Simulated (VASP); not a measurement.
# CdS (Cm) in VASP: a series of runs

CdS is run at these levels: LDA; tasks: single point.

Program: VASP 6.6.1. These are calculated values, not measurements. Logs are shortened: lines on timing, memory, paths and dates and some standing lists are left out, and cuts for length are marked.

## (1) The cell of the first run

Symmetry: Cm, No. 8, monoclinic system. The conventional cell has a = 7.454 Å, b = 4.219 Å, c = 5.804 Å, α = 90.00°, β = 90.00°, γ = 90.00°. Cd (site symmetry m) has 3 S at 2.45 to 2.49 Å within 3.2 Å. S (site symmetry m) has 3 Cd at 2.45 to 2.49 Å within 3.2 Å.

## (2) Single point, LDA (strain -0.0100 x Voigt [1, -1, 0, 0, 0, 0])

Input file INCAR:

```
SYSTEM = CdS
ALGO = Normal
EDIFF = 1E-6
ENCUT = 520
ISIF = 2
ISMEAR = 0
LASPH = .True.
LCHARG = .False.
LREAL = .False.
LWAVE = .False.
NBANDS = 16
NELM = 100
PREC = Accurate
SIGMA = 0.05
```

Input file KPOINTS:

```
k-points
0
Gamma
  9 9 6
  0 0 0
```

Input file POSCAR:

```
CdS
1.0
    4.2185578918      0.0000000000      0.0000000000
   -2.1092789459      3.7271839239      0.0000000000
    0.0000000000      0.0000000000      5.8041729400
Cd S
1 1
Direct
    0.0000000000      0.0000000000      0.4426919200
    0.6666666667      0.3333333333      0.4343080800
```

Potentials or basis: VASP PAW LDA potentials, release 64 (Cd, S).

Started as:

```console
cat potpaw_LDA.64/Cd/POTCAR potpaw_LDA.64/S/POTCAR > POTCAR
mpirun -np 1 vasp_std > vasp.out
```

OUTCAR:

```text
SYSTEM = CdS
   EDIFF = 1E-6
   ENCUT = 520
   ISIF = 2
   ISMEAR = 0
   LASPH = .True.
   LREAL = .False.
   NELM = 100
   PREC = Accurate

 ion  position               nearest neighbor table
   1  0.000  0.000  0.443-   2 2.45   2 2.45   2 2.49
   2  0.667  0.333  0.434-   1 2.45   1 2.45   1 2.49

  LATTYP: Found a base centered orthorhombic cell.
 ALAT       =     4.2185578918
 B/A-ratio  =     1.7670417330
 C/A-ratio  =     1.3758666087

  Lattice vectors:

 A1 = (   2.1092789459,  -3.7271839239,   0.0000000000)
 A2 = (   2.1092789459,   3.7271839239,   0.0000000000)
 A3 = (   0.0000000000,   0.0000000000,   5.8041729400)

Analysis of symmetry for initial positions (statically):
=====================================================================
 Subroutine PRICEL returns:
 Original cell was already a primitive cell.

 Routine SETGRP: Setting up the symmetry group for a
 base centered orthorhombic supercell.

 Subroutine GETGRP returns: Found  2 space group operations
 (whereof  2 operations were pure point group operations)
 out of a pool of  8 trial point group operations.

The static configuration has the point symmetry C_1h.

Analysis of symmetry for dynamics (positions and initial velocities):
=====================================================================
 Subroutine PRICEL returns:
 Original cell was already a primitive cell.

 Routine SETGRP: Setting up the symmetry group for a
 base centered orthorhombic supercell.

 Subroutine GETGRP returns: Found  2 space group operations
 (whereof  2 operations were pure point group operations)
 out of a pool of  8 trial point group operations.

The dynamic configuration has the point symmetry C_1h.

 Subroutine INISYM returns: Found  2 space group operations
 (whereof  2 operations are pure point group operations),
 and found     1 'primitive' translations

----------------------------------------------------------------------------------------

                                     Primitive cell

  volume of cell :      91.2610

  direct lattice vectors                    reciprocal lattice vectors
     4.218557892  0.000000000  0.000000000     0.237047831  0.134149538  0.000000000
    -2.109278946  3.727183924  0.000000000     0.000000000  0.268299075  0.000000000
     0.000000000  0.000000000  5.804172940     0.000000000  0.000000000  0.172289835

  length of vectors
     4.218557892  4.282634432  5.804172940     0.272374325  0.268299075  0.172289835

  position of ions in fractional coordinates (direct lattice)
     0.000000000  0.000000000  0.442691920
     0.666666667  0.333333333  0.434308080

  ion indices of the primitive-cell ions
   primitive index   ion index
                 1           1
                 2           2

----------------------------------------------------------------------------------------

 KPOINTS: k-points

Automatic generation of k-mesh.
 Grid dimensions read from file:
 generate k-points for:    9    9    6

 Generating k-lattice:

  Cartesian coordinates                     Fractional coordinates (reciprocal lattice)
     0.026338648  0.014905504  0.000000000     0.111111111 -0.000000000  0.000000000
     0.000000000  0.029811008  0.000000000     0.000000000  0.111111111  0.000000000
     0.000000000  0.000000000  0.028714973     0.000000000  0.000000000  0.166666667

  Length of vectors
     0.030263814  0.029811008  0.028714973

  Shift w.r.t. Gamma in fractional coordinates (k-lattice)
     0.000000000  0.000000000  0.000000000

 Subroutine IBZKPT returns following result:
 ===========================================

 Found    140 irreducible k-points:

 Following reciprocal coordinates:
            Coordinates               Weight
  0.000000  0.000000  0.000000      1.000000
  0.111111  0.000000  0.000000      4.000000
  0.222222  0.000000  0.000000      4.000000
  0.333333  0.000000  0.000000      4.000000
  0.444444  0.000000  0.000000      4.000000
  0.000000  0.111111  0.000000      2.000000
[... 16 lines left out ...]
  0.333333  0.333333  0.000000      2.000000
  0.000000  0.444444  0.000000      2.000000
 [... further k-points ...]
   k-points           NKPTS =    140   k-points in BZ     NKDIM =    140   number of bands    NBANDS=     16
   number of dos      NEDOS =    301   number of ions     NIONS =      2
   total plane-waves  NPLWV =  49152
   dimension x,y,z NGX =    32 NGY =   32 NGZ =   48
   dimension x,y,z NGXF=    64 NGYF=   64 NGZF=   96
   ions per type =               1   1
   NGX,Y,Z   is equivalent  to a cutoff of  12.61, 12.42, 13.75 a.u.
   NGXF,Y,Z  is equivalent  to a cutoff of  25.22, 24.84, 27.50 a.u.
 SYSTEM =  CdS
   PREC   = accura    normal or accurate (medium, high low for compatibility)
   ISTART =      0    job   : 0-new  1-cont  2-samecut
   ICHARG =      2    charge: 1-file 2-atom 10-const
   ISPIN  =      1    spin polarized calculation?
   LNONCOLLINEAR =      F non collinear calculations
   LSORBIT =      F    spin-orbit coupling
   LASPH  =      T    aspherical Exc in radial PAW
   ENCUT  =  520.0 eV  38.22 Ry    6.18 a.u.   7.84  7.96 10.79*2*pi/ulx,y,z
   NELM   =    100;   NELMIN=  2; NELMDL= -5     # of ELM steps
   EDIFF  = 0.1E-05   stopping-criterion for ELM
   LREAL  =      F    real-space projection
   EDIFFG = 0.1E-04   stopping-criterion for IOM
   NSW    =      0    number of steps for IOM
   IBRION =     -1    ionic relax: 0-MD 1-quasi-New 2-CG
   NFREE  =      0    steps in history (QN), initial steepest desc. (CG)
   ISIF   =      2    stress and relaxation
   ISYM   =      2    0-nonsym 1-usesym 2-fastsym
   POTIM  = 0.5000    time-step for ionic-motion
   TEBEG  =    0.0;   TEEND  =   0.0 temperature during run
   PSTRESS=    0.0 pullay stress
   NELECT =      18.0000    total number of electrons
   NUPDOWN=      -1.0000    fix difference up-down
   EMIN   =  10.00;   EMAX   =-10.00  energy-range for DOS
   EFERMI =   0.00;   METHOD = LEGACY
   ISMEAR =     0;   SIGMA  =   0.05  broadening in eV -4-tet -1-fermi 0-gaus
   EFERMI_NEDOS =   21; number of points for ismear=-14 and -15
   IALGO  =     38    algorithm
   IMIX   =      4    mixing-type and parameters
     AMIX     =   0.40;   BMIX     =  1.00
     AMIX_MAG =   1.60;   BMIX_MAG =  1.00
  volume/ion in A,a.u.               =      45.63       307.93
  Fermi-wavevector in a.u.,A,eV,Ry     =   0.952951  1.800816 12.355665  0.908116
  Thomas-Fermi vector in A             =   2.081561
   LORBIT       =      0    0 simple, 1 ext, 2 COOP (PROOUT), +10 PAW based schemes
   GGA     = CA    functional components
   LHFCALC =     F    Hartree Fock is set to
   AEXX    =    0.0000 exact exchange contribution
   IVDW    =     0    specifies the selected vdW correction
   LEPSILON=     F    determine dielectric tensor
   LRPA    =     F    only Hartree local field effects (RPA)
 non-spin polarized calculation
 Gauss-broadening in eV      SIGMA  =   0.05
  energy-cutoff  :      520.00
  volume of cell :       91.26
 maximum number of plane-waves:      2486
   NGX = 15   NGY = 15   NGZ = 21

 number of electron      18.0000002 magnetization

 Free energy of the ion-electron system (eV)
  ---------------------------------------------------
  ext. energy  EPLUGINS =         0.00000000
  ---------------------------------------------------
  free energy    TOTEN  =        -6.59720914 eV

  energy without entropy =       -6.59720914  energy(sigma->0) =       -6.59720914

 E-fermi :  -2.0824     XC(G=0):  -6.5394

 val. band max:       -2.3471366311   @ k =   0.0000   0.0000   0.5000
 cond. band min:      -1.0898325176   @ k =   0.0000   0.0000   0.0000
 fundamental gap:      1.2573041135
 Fermi energy:        -2.0824203045

 k-point     1 :       0.0000    0.0000    0.0000
  band No.  band energies     occupation
      1     -13.9419      2.00000
      2     -10.0563      2.00000
      3     -10.0443      2.00000
      4      -9.5185      2.00000
      5      -9.5134      2.00000
      6      -9.2974      2.00000
[... 8 lines left out ...]
     15       8.3517      0.00000
     16       9.2601      0.00000

 k-point     2 :       0.1111    0.0000    0.0000
  band No.  band energies     occupation
      1     -13.9014      2.00000
      2     -10.0376      2.00000
      3     -10.0132      2.00000
      4      -9.5314      2.00000
      5      -9.5161      2.00000
      6      -9.2848      2.00000
[... 8 lines left out ...]
     15       9.1122      0.00000
     16       9.1416      0.00000

 k-point     3 :       0.2222    0.0000    0.0000
  band No.  band energies     occupation
      1     -13.7982      2.00000
      2      -9.9750      2.00000
      3      -9.9276      2.00000
      4      -9.5646      2.00000
      5      -9.5212      2.00000
      6      -9.2496      2.00000
[... 8 lines left out ...]
     15       8.8029      0.00000
     16       8.8722      0.00000

 k-point     4 :       0.3333    0.0000    0.0000
  band No.  band energies     occupation
      1     -13.6803      2.00000
      2      -9.8639      2.00000
      3      -9.8235      2.00000
      4      -9.6012      2.00000
      5      -9.5268      2.00000
      6      -9.1959      2.00000
[... 8 lines left out ...]
     15       7.7022      0.00000
     16       8.0802      0.00000
[... 324 lines left out ...]
 k-point    22 :       0.2222    0.3333    0.0000
  band No.  band energies     occupation
      1     -13.5755      2.00000
      2      -9.8160      2.00000
      3      -9.7105      2.00000
      4      -9.6125      2.00000
      5      -9.5504      2.00000
      6      -9.0454      2.00000
[... 8 lines left out ...]
     15       6.4664      0.00000
     16       7.5542      0.00000

 k-point    23 :       0.3333    0.3333    0.0000
  band No.  band energies     occupation
      1     -13.5530      2.00000
      2      -9.7779      2.00000
      3      -9.7277      2.00000
      4      -9.6157      2.00000
      5      -9.5561      2.00000
      6      -8.9648      2.00000
[... 8 lines left out ...]
     15       6.8470      0.00000
     16       6.9278      0.00000

 k-point    24 :       0.0000    0.4444    0.0000
  band No.  band energies     occupation
      1     -13.6114      2.00000
      2      -9.7867      2.00000
      3      -9.7475      2.00000
      4      -9.6160      2.00000
      5      -9.5327      2.00000
      6      -9.1803      2.00000
[... 8 lines left out ...]
     15       7.7326      0.00000
     16       8.0885      0.00000

 [... further k-points ...]

------------------------ aborting loop because EDIFF is reached ----------------------------------------

  FORCE on cell =-STRESS in cart. coord.  units (eV):
  Direction    XX          YY          ZZ          XY          YZ          ZX
  --------------------------------------------------------------------------------------
  -------------------------------------------------------------------------------------
  Total       -1.5319343     -2.2460007     -0.0616509      0.0000000     -0.0069019      0.0000000
  in kB      -26.8946275    -39.4307736     -1.0823423      0.0000000     -0.1211696      0.0000000
  external PRESSURE =     -22.4692478 kB  Pullay stress =       0.0000000 kB

 VOLUME and BASIS-vectors are now :
 -----------------------------------------------------------------------------
  energy-cutoff  :      520.00
  volume of cell :       91.26
      direct lattice vectors                 reciprocal lattice vectors
     4.218557892  0.000000000  0.000000000     0.237047831  0.134149538  0.000000000
    -2.109278946  3.727183924  0.000000000     0.000000000  0.268299075  0.000000000
     0.000000000  0.000000000  5.804172940     0.000000000  0.000000000  0.172289835

 POSITION                                       TOTAL-FORCE (eV/Angst)
 -----------------------------------------------------------------------------------
      0.00000      0.00000      2.56946         0.000000     -0.140570     -0.023446
      2.10928      1.24239      2.52080        -0.000000      0.140570      0.023446
 -----------------------------------------------------------------------------------
    total drift:                                0.000000     -0.000138      0.000023

  FREE ENERGIE OF THE ION-ELECTRON SYSTEM (eV)
  ---------------------------------------------------
  free  energy   TOTEN  =        -6.5972091441 eV

  energy  without entropy=       -6.5972091441  energy(sigma->0) =       -6.59720914
```

It took 4.1 min on 1 thread of Oxide Virtual Turin-like, shared host; peak memory 0.28 GiB.

Results:

| Item | Value |
| --- | --- |
| Free energy | -6.5972 eV |
| Pressure | -2.2 GPa |
| Largest force | 0.143 eV/Å |
| Band gap on the k mesh | 1.26 eV |

Forces in eV/Å, atoms in the order of the input:
```
Cd   0.000 -0.141 -0.023
S    0.000  0.141  0.023
```

Caveat: the cell differs from its parent crystal (strain -0.0100 x Voigt [1, -1, 0, 0, 0, 0]).

## (3) Single point, LDA (strain +0.0050 x Voigt [1, -1, 0, 0, 0, 0])

Input file INCAR:

```
PREC = Accurate
ENCUT = 520
EDIFF = 1E-7
ISMEAR = 0
SIGMA = 0.05
LREAL = False
LASPH = True
NELM = 60
ALGO = Normal
ISIF = 2
LWAVE = False
LCHARG = True
GGA = CA
LELF = True
LVHAR = True
NBANDS = 16
```

Input file KPOINTS:

```
Automatic mesh
0
Gamma
  9 9 6
```

Input file POSCAR:

```
CdS
1.0
    4.2824754356      0.0000000000      0.0000000000
   -2.1412377178      3.6718297072      0.0000000000
    0.0000000000      0.0000000000      5.8041729400
Cd S
1 1
Direct
    0.0000000000      0.0000000000      0.4426919200
    0.6666666667      0.3333333333      0.4343080800
```

Potentials or basis: VASP PAW LDA potentials, release 64 (Cd, S).

Started as:

```console
cat potpaw_LDA.64/Cd/POTCAR potpaw_LDA.64/S/POTCAR > POTCAR
mpirun -np 1 vasp_std > vasp.out
```

OUTCAR:

```text
PREC = Accurate
   ENCUT = 520
   EDIFF = 1E-7
   ISMEAR = 0
   LREAL = False
   LASPH = True
   NELM = 60
   ISIF = 2
   GGA = CA

 ion  position               nearest neighbor table
   1  0.000  0.000  0.443-   2 2.45   2 2.47   2 2.47
   2  0.667  0.333  0.434-   1 2.45   1 2.47   1 2.47

  Warning from LATTYP: Monoclinic adjustment (A1->A3, A2->A1, A3->A2)!
  LATTYP: Found a base centered orthorhombic cell.
 ALAT       =     4.2824754356
 B/A-ratio  =     1.7148164712
 C/A-ratio  =     1.3553312861

  Lattice vectors:

 A1 = (   2.1412377178,  -3.6718297072,   0.0000000000)
 A2 = (   2.1412377178,   3.6718297072,   0.0000000000)
 A3 = (   0.0000000000,   0.0000000000,   5.8041729400)

Analysis of symmetry for initial positions (statically):
=====================================================================
 Subroutine PRICEL returns:
 Original cell was already a primitive cell.

 Routine SETGRP: Setting up the symmetry group for a
 base centered orthorhombic supercell.

 Subroutine GETGRP returns: Found  2 space group operations
 (whereof  2 operations were pure point group operations)
[... 162 lines left out ...]
  energy without entropy =       -6.59973056  energy(sigma->0) =       -6.59973056

 E-fermi :  -2.0993     XC(G=0):  -6.5389

 val. band max:       -2.3633464660   @ k =   0.0000   0.0000   0.5000
 cond. band min:      -1.0888967437   @ k =   0.0000   0.0000   0.0000
 fundamental gap:      1.2744497223
 Fermi energy:        -2.0993433521

 k-point     1 :       0.0000    0.0000    0.0000
  band No.  band energies     occupation
      1     -13.9412      2.00000
      2     -10.0525      2.00000
      3     -10.0466      2.00000
      4      -9.5170      2.00000
      5      -9.5140      2.00000
      6      -9.2971      2.00000
[... 433 lines left out ...]
      3      -9.7516      2.00000
      4      -9.6233      2.00000
      5      -9.5301      2.00000
      6      -9.1386      2.00000
[... 8 lines left out ...]
     15       7.6827      0.00000
     16       8.0388      0.00000

 [... further k-points ...]

------------------------ aborting loop because EDIFF is reached ----------------------------------------

  FORCE on cell =-STRESS in cart. coord.  units (eV):
  Direction    XX          YY          ZZ          XY          YZ          ZX
  --------------------------------------------------------------------------------------
  -------------------------------------------------------------------------------------
  Total       -2.0843458     -1.7195669     -0.0637540      0.0000000      0.0036613      0.0000000
  in kB      -36.5900151    -30.1864407     -1.1191806      0.0000000      0.0642734      0.0000000
  external PRESSURE =     -22.6318788 kB  Pullay stress =       0.0000000 kB

 VOLUME and BASIS-vectors are now :
 -----------------------------------------------------------------------------
  energy-cutoff  :      520.00
  volume of cell :       91.27
      direct lattice vectors                 reciprocal lattice vectors
     4.282475436  0.000000000  0.000000000     0.233509804  0.136171892  0.000000000
    -2.141237718  3.671829707  0.000000000     0.000000000  0.272343785  0.000000000
     0.000000000  0.000000000  5.804172940     0.000000000  0.000000000  0.172289835

 POSITION                                       TOTAL-FORCE (eV/Angst)
 -----------------------------------------------------------------------------------
      0.00000      0.00000      2.56946         0.000000      0.074594     -0.023653
      2.14124      1.22394      2.52080        -0.000000     -0.074594      0.023653
 -----------------------------------------------------------------------------------
    total drift:                                0.000001     -0.000041      0.000027

  FREE ENERGIE OF THE ION-ELECTRON SYSTEM (eV)
  ---------------------------------------------------
  free  energy   TOTEN  =        -6.5997305596 eV

  energy  without entropy=       -6.5997305596  energy(sigma->0) =       -6.59973056
```

Wall time 4.3 min (1 thread of Oxide Virtual Turin-like, shared host); peak memory 0.29 GiB.

What came out:

| Item | Value |
| --- | --- |
| Free energy | -6.5997 eV |
| Pressure | -2.3 GPa |
| Largest force | 0.078 eV/Å |
| Band gap on the k mesh | 1.27 eV |

Forces in eV/Å, atoms in the order of the input:
```
Cd   0.000  0.075 -0.024
S    0.000 -0.075  0.024
```

Levels at points of the mesh, in eV from the valence-band top:
```
           k point  band 7  band 8  band 9  band 10  band 11  band 12
(0.00, 0.00, 0.00)   -1.06   -0.03    0.00     1.27     5.48     6.74
(0.00, 0.00, 0.50)   -1.28   -0.03    0.00     1.55     4.95     6.79
```

Caveat: the cell differs from its parent crystal (strain +0.0050 x Voigt [1, -1, 0, 0, 0, 0]). A k mesh can miss the band edges.
